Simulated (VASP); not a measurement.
# AlNi3 (Pm-3m) in VASP: single point with PBE

Aim: the single point of AlNi3 with PBE.

All numbers are computed with VASP 6.6.1; they aren't measurements. Logs are shortened: lines on timing, memory, paths and dates and some standing lists are left out, and cuts for length are marked.

## (1) The cell of the first run

The structure is cubic, space group Pm-3m (No. 221). The conventional cell has a = 3.281 Å, b = 3.281 Å, c = 3.281 Å, α = 90.00°, β = 90.00°, γ = 90.00°. Within 3.1 Å of Al (site symmetry m-3m) lie 12 Ni at 2.32 Å. Within 3.1 Å of Ni (site symmetry 4/mmm) lie 4 Al at 2.32 Å and 8 Ni at 2.32 Å.

## (2) Single point, PBE, collinear spin, ferromagnetic start (strain -0.080 along x and y, -0.080 along z)

Contents of INCAR:

```
SYSTEM = AlNi3
  PREC = Accurate
  ENCUT = 520
  EDIFF = 1E-6
  ISMEAR = 0
  SIGMA = 0.15
  LREAL = .FALSE.
  LASPH = .TRUE.
  NELM = 150
  ALGO = Fast
  ISIF = 2
  LWAVE = .FALSE.
  LCHARG = .FALSE.
  ISPIN = 2
  MAGMOM = 0 0.3 0.3 0.3
  LORBIT = 11
  LMAXMIX = 4
  GGA = PE
  NBANDS = 28
```

Contents of KPOINTS:

```
Automatic mesh
0
G
  14 14 14
  0 0 0
```

Contents of POSCAR:

```
AlNi3
1.0
    3.2813445805      0.0000000000      0.0000000000
    0.0000000000      3.2813445805      0.0000000000
    0.0000000000      0.0000000000      3.2813445805
Al Ni
1 3
Direct
    0.0000000000      0.0000000000      0.0000000000
    0.0000000000      0.5000000000      0.5000000000
    0.5000000000      0.0000000000      0.5000000000
    0.5000000000      0.5000000000      0.0000000000
```

Potentials or basis: VASP PAW PBE potentials, release 64 (Al, Ni).

Launch:

```
> cat potpaw_PBE.64/Al/POTCAR potpaw_PBE.64/Ni/POTCAR > POTCAR
> mpirun -np 1 vasp_std > vasp.out
```

OUTCAR:

```text
SYSTEM = AlNi3
   PREC = Accurate
   ENCUT = 520
   EDIFF = 1E-6
   ISMEAR = 0
   LREAL = .FALSE.
   LASPH = .TRUE.
   NELM = 150
   ISIF = 2
   ISPIN = 2
   LORBIT = 11
   GGA = PE

 ion  position               nearest neighbor table
   1  0.000  0.000  0.000-   2 2.32   3 2.32   4 2.32   2 2.32   3 2.32   2 2.32   4 2.32   2 2.32
                             3 2.32   4 2.32   3 2.32   4 2.32
   2  0.000  0.500  0.500-   1 2.32   3 2.32   4 2.32   1 2.32   4 2.32   1 2.32   3 2.32   1 2.32
                             3 2.32   4 2.32   4 2.32   3 2.32
   3  0.500  0.000  0.500-   1 2.32   2 2.32   4 2.32   1 2.32   4 2.32   2 2.32   4 2.32   4 2.32
                             1 2.32   2 2.32   1 2.32   2 2.32
   4  0.500  0.500  0.000-   1 2.32   2 2.32   3 2.32   2 2.32   3 2.32   1 2.32   3 2.32   3 2.32
                             1 2.32   2 2.32   2 2.32   1 2.32

  LATTYP: Found a simple cubic cell.
 ALAT       =     3.2813445805

  Lattice vectors:

 A1 = (   3.2813445805,   0.0000000000,   0.0000000000)
 A2 = (   0.0000000000,   3.2813445805,   0.0000000000)
 A3 = (   0.0000000000,   0.0000000000,   3.2813445805)

Analysis of symmetry for initial positions (statically):
=====================================================================
 Subroutine PRICEL returns:
 Original cell was already a primitive cell.

 Routine SETGRP: Setting up the symmetry group for a
 simple cubic supercell.

 Subroutine GETGRP returns: Found 48 space group operations
 (whereof 48 operations were pure point group operations)
 out of a pool of 48 trial point group operations.

The static configuration has the point symmetry O_h .

Analysis of symmetry for dynamics (positions and initial velocities):
=====================================================================
 Subroutine PRICEL returns:
 Original cell was already a primitive cell.

 Routine SETGRP: Setting up the symmetry group for a
 simple cubic supercell.

 Subroutine GETGRP returns: Found 48 space group operations
 (whereof 48 operations were pure point group operations)
 out of a pool of 48 trial point group operations.

The dynamic configuration has the point symmetry O_h .

Analysis of structural, dynamic, and magnetic symmetry:
=====================================================================
 Subroutine PRICEL returns:
 Original cell was already a primitive cell.

 Routine SETGRP: Setting up the symmetry group for a
 simple cubic supercell.

 Subroutine GETGRP returns: Found 48 space group operations
 (whereof 48 operations were pure point group operations)
 out of a pool of 48 trial point group operations.

The overall configuration has the point symmetry O_h .

 Subroutine INISYM returns: Found 48 space group operations
 (whereof 48 operations are pure point group operations),
 and found     1 'primitive' translations

----------------------------------------------------------------------------------------

                                     Primitive cell

  volume of cell :      35.3310

  direct lattice vectors                    reciprocal lattice vectors
     3.281344580  0.000000000  0.000000000     0.304753120  0.000000000  0.000000000
     0.000000000  3.281344580  0.000000000     0.000000000  0.304753120  0.000000000
     0.000000000  0.000000000  3.281344580     0.000000000  0.000000000  0.304753120

  length of vectors
     3.281344580  3.281344580  3.281344580     0.304753120  0.304753120  0.304753120

  position of ions in fractional coordinates (direct lattice)
     0.000000000  0.000000000  0.000000000
     0.000000000  0.500000000  0.500000000
     0.500000000  0.000000000  0.500000000
     0.500000000  0.500000000  0.000000000

  ion indices of the primitive-cell ions
   primitive index   ion index
                 1           1
                 2           2
                 3           3
                 4           4

----------------------------------------------------------------------------------------

 KPOINTS: Automatic mesh

Automatic generation of k-mesh.
 Grid dimensions read from file:
 generate k-points for:   14   14   14

 Generating k-lattice:

  Cartesian coordinates                     Fractional coordinates (reciprocal lattice)
     0.021768080  0.000000000  0.000000000     0.071428571  0.000000000  0.000000000
     0.000000000  0.021768080  0.000000000     0.000000000  0.071428571  0.000000000
     0.000000000  0.000000000  0.021768080     0.000000000  0.000000000  0.071428571

  Length of vectors
     0.021768080  0.021768080  0.021768080

  Shift w.r.t. Gamma in fractional coordinates (k-lattice)
     0.000000000  0.000000000  0.000000000

 Subroutine IBZKPT returns following result:
 ===========================================

 Found    120 irreducible k-points:

 Following reciprocal coordinates:
            Coordinates               Weight
  0.000000  0.000000  0.000000      1.000000
  0.071429  0.000000  0.000000      6.000000
  0.142857  0.000000  0.000000      6.000000
  0.214286  0.000000  0.000000      6.000000
  0.285714  0.000000  0.000000      6.000000
  0.357143  0.000000  0.000000      6.000000
[... 16 lines left out ...]
  0.285714  0.214286  0.000000     24.000000
  0.357143  0.214286  0.000000     24.000000
 [... further k-points ...]
   k-points           NKPTS =    120   k-points in BZ     NKDIM =    120   number of bands    NBANDS=     28
   number of dos      NEDOS =    301   number of ions     NIONS =      4
   total plane-waves  NPLWV =  13824
   dimension x,y,z NGX =    24 NGY =   24 NGZ =   24
   dimension x,y,z NGXF=    48 NGYF=   48 NGZF=   48
   ions per type =               1   3
   NGX,Y,Z   is equivalent  to a cutoff of  12.16, 12.16, 12.16 a.u.
   NGXF,Y,Z  is equivalent  to a cutoff of  24.32, 24.32, 24.32 a.u.
 SYSTEM =  AlNi3
   PREC   = accura    normal or accurate (medium, high low for compatibility)
   ISTART =      0    job   : 0-new  1-cont  2-samecut
   ICHARG =      2    charge: 1-file 2-atom 10-const
   ISPIN  =      2    spin polarized calculation?
   LNONCOLLINEAR =      F non collinear calculations
   LSORBIT =      F    spin-orbit coupling
   LASPH  =      T    aspherical Exc in radial PAW
   ENCUT  =  520.0 eV  38.22 Ry    6.18 a.u.   6.10  6.10  6.10*2*pi/ulx,y,z
   NELM   =    150;   NELMIN=  2; NELMDL= -5     # of ELM steps
   EDIFF  = 0.1E-05   stopping-criterion for ELM
   LREAL  =      F    real-space projection
   EDIFFG = 0.1E-04   stopping-criterion for IOM
   NSW    =      0    number of steps for IOM
   IBRION =     -1    ionic relax: 0-MD 1-quasi-New 2-CG
   NFREE  =      0    steps in history (QN), initial steepest desc. (CG)
   ISIF   =      2    stress and relaxation
   ISYM   =      2    0-nonsym 1-usesym 2-fastsym
   POTIM  = 0.5000    time-step for ionic-motion
   TEBEG  =    0.0;   TEEND  =   0.0 temperature during run
   PSTRESS=    0.0 pullay stress
   NELECT =      33.0000    total number of electrons
   NUPDOWN=      -1.0000    fix difference up-down
   EMIN   =  10.00;   EMAX   =-10.00  energy-range for DOS
   EFERMI =   0.00;   METHOD = LEGACY
   ISMEAR =     0;   SIGMA  =   0.15  broadening in eV -4-tet -1-fermi 0-gaus
   EFERMI_NEDOS =   21; number of points for ismear=-14 and -15
   IALGO  =     68    algorithm
   IMIX   =      4    mixing-type and parameters
     AMIX     =   0.40;   BMIX     =  1.00
     AMIX_MAG =   1.60;   BMIX_MAG =  1.00
  volume/ion in A,a.u.               =       8.83        59.61
  Fermi-wavevector in a.u.,A,eV,Ry     =   1.600274  3.024079 34.842838  2.560876
  Thomas-Fermi vector in A             =   2.697435
   LORBIT       =     11    0 simple, 1 ext, 2 COOP (PROOUT), +10 PAW based schemes
   GGA     = PE    functional components
   LHFCALC =     F    Hartree Fock is set to
   AEXX    =    0.0000 exact exchange contribution
   IVDW    =     0    specifies the selected vdW correction
   LEPSILON=     F    determine dielectric tensor
   LRPA    =     F    only Hartree local field effects (RPA)
 spin polarized calculation
 RMM-DIIS sequential band-by-band and
 Gauss-broadening in eV      SIGMA  =   0.15
  energy-cutoff  :      520.00
  volume of cell :       35.33
 maximum number of plane-waves:       969
   NGX = 13   NGY = 13   NGZ = 13

 number of electron      33.0000091 magnetization       0.0467746

 Free energy of the ion-electron system (eV)
  ---------------------------------------------------
  ext. energy  EPLUGINS =         0.00000000
  ---------------------------------------------------
  free energy    TOTEN  =       -19.93107252 eV

  energy without entropy =      -19.88604788  energy(sigma->0) =      -19.90856020

 E-fermi :  13.2354     XC(G=0): -14.0585

 val. band max:       13.2345567042   @ k =   0.3571   0.2857   0.2857
 cond. band min:      13.2405588436   @ k =   0.2857   0.1429   0.1429
 fundamental gap:      0.0060021393
 Fermi energy:        13.2353806175

 spin component 1

 k-point     1 :       0.0000    0.0000    0.0000
  band No.  band energies     occupation
      1       1.4839      1.00000
      2       7.3114      1.00000
      3       8.2271      1.00000
      4       8.2271      1.00000
      5       8.7682      1.00000
      6       8.7682      1.00000
[... 20 lines left out ...]
     27      29.6264      0.00000
     28      29.6345      0.00000

 k-point     2 :       0.0714    0.0000    0.0000
  band No.  band energies     occupation
      1       1.5588      1.00000
      2       7.3442      1.00000
      3       8.1928      1.00000
      4       8.2801      1.00000
      5       8.7847      1.00000
      6       8.7847      1.00000
[... 20 lines left out ...]
     27      28.9516      0.00000
     28      29.3876      0.00000

 k-point     3 :       0.1429    0.0000    0.0000
  band No.  band energies     occupation
      1       1.7822      1.00000
      2       7.4264      1.00000
      3       8.0860      1.00000
      4       8.4348      1.00000
      5       8.8331      1.00000
      6       8.8331      1.00000
[... 616 lines left out ...]
      3       8.0821      1.00000
      4       8.7401      1.00000
      5       8.9234      1.00000
      6       9.1480      1.00000
[... 20 lines left out ...]
     27      29.1671      0.00000
     28      31.0859      0.00000

 k-point    24 :       0.3571    0.2143    0.0000
  band No.  band energies     occupation
      1       3.8652      1.00000
      2       6.9500      1.00000
      3       8.3186      1.00000
      4       8.8181      1.00000
      5       9.0053      1.00000
      6       9.3895      1.00000
[... 20 lines left out ...]
     27      30.1482      0.00000
     28      30.7036      0.00000

 [... further k-points ...]

 spin component 2

 k-point     1 :       0.0000    0.0000    0.0000
  band No.  band energies     occupation
      1       1.4825      1.00000
      2       7.3163      1.00000
      3       8.2368      1.00000
      4       8.2368      1.00000
      5       8.7859      1.00000
      6       8.7859      1.00000
[... 20 lines left out ...]
     27      29.6268      0.00000
     28      29.6302      0.00000

 k-point     2 :       0.0714    0.0000    0.0000
  band No.  band energies     occupation
      1       1.5574      1.00000
      2       7.3492      1.00000
      3       8.2022      1.00000
      4       8.2898      1.00000
      5       8.8023      1.00000
      6       8.8023      1.00000
[... 20 lines left out ...]
     27      28.9523      0.00000
     28      29.3882      0.00000

 k-point     3 :       0.1429    0.0000    0.0000
  band No.  band energies     occupation
      1       1.7808      1.00000
      2       7.4312      1.00000
      3       8.0945      1.00000
      4       8.4447      1.00000
      5       8.8502      1.00000
      6       8.8502      1.00000
[... 616 lines left out ...]
      3       8.0877      1.00000
      4       8.7480      1.00000
      5       8.9383      1.00000
      6       9.1630      1.00000
[... 20 lines left out ...]
     27      29.1686      0.00000
     28      31.0555      0.00000

 k-point    24 :       0.3571    0.2143    0.0000
  band No.  band energies     occupation
      1       3.8639      1.00000
      2       6.9518      1.00000
      3       8.3248      1.00000
      4       8.8259      1.00000
      5       9.0190      1.00000
      6       9.4040      1.00000
[... 20 lines left out ...]
     27      30.1509      0.00000
     28      30.7048      0.00000

 [... further k-points ...]
[... 5 lines left out ...]
  --------------------------------------------------------------------------------------
  -------------------------------------------------------------------------------------
  Total       17.6108116     17.6108116     17.6108116      0.0000000      0.0000000      0.0000000
  in kB      798.6094338    798.6094338    798.6094338      0.0000000      0.0000000      0.0000000
  external PRESSURE =     798.6094338 kB  Pullay stress =       0.0000000 kB

 VOLUME and BASIS-vectors are now :
 -----------------------------------------------------------------------------
  energy-cutoff  :      520.00
  volume of cell :       35.33
      direct lattice vectors                 reciprocal lattice vectors
     3.281344580  0.000000000  0.000000000     0.304753120  0.000000000  0.000000000
     0.000000000  3.281344580  0.000000000     0.000000000  0.304753120  0.000000000
     0.000000000  0.000000000  3.281344580     0.000000000  0.000000000  0.304753120

 POSITION                                       TOTAL-FORCE (eV/Angst)
 -----------------------------------------------------------------------------------
      0.00000      0.00000      0.00000         0.000000      0.000000      0.000000
      0.00000      1.64067      1.64067         0.000000      0.000000      0.000000
      1.64067      0.00000      1.64067         0.000000      0.000000      0.000000
      1.64067      1.64067      0.00000         0.000000      0.000000      0.000000
 -----------------------------------------------------------------------------------
    total drift:                                0.000000     -0.000000     -0.000000

  FREE ENERGIE OF THE ION-ELECTRON SYSTEM (eV)
  ---------------------------------------------------
  free  energy   TOTEN  =       -19.9310725162 eV

  energy  without entropy=      -19.8860478846  energy(sigma->0) =      -19.90856020

 total charge

# of ion       s       p       d       tot
------------------------------------------
    1        0.450   0.516   0.000   0.966
    2        0.619   0.782   8.547   9.948
    3        0.619   0.782   8.547   9.948
    4        0.619   0.782   8.547   9.948
--------------------------------------------------
tot          2.307   2.861  25.641  30.809

 magnetization (x)

# of ion       s       p       d       tot
------------------------------------------
    1       -0.000  -0.001   0.000  -0.001
    2       -0.000  -0.001   0.016   0.015
    3       -0.000  -0.001   0.016   0.015
    4       -0.000  -0.001   0.016   0.015
--------------------------------------------------
tot         -0.001  -0.003   0.048   0.045
```

Wall time 2.8 min (1 thread of Intel Xeon 8259CL, shared host); peak memory 0.28 GiB.

What came out:

```yaml
Free_energy: -19.9311 eV
Pressure: 79.9 GPa
Net_moment: 0.05 μB per cell
Valence_electrons_inside_the_program's_atomic_spheres: Al 0.97; Ni 9.95
```

Caveat: the cell differs from its parent crystal (strain -0.080 along x and y, -0.080 along z); the cell stands under pressure.
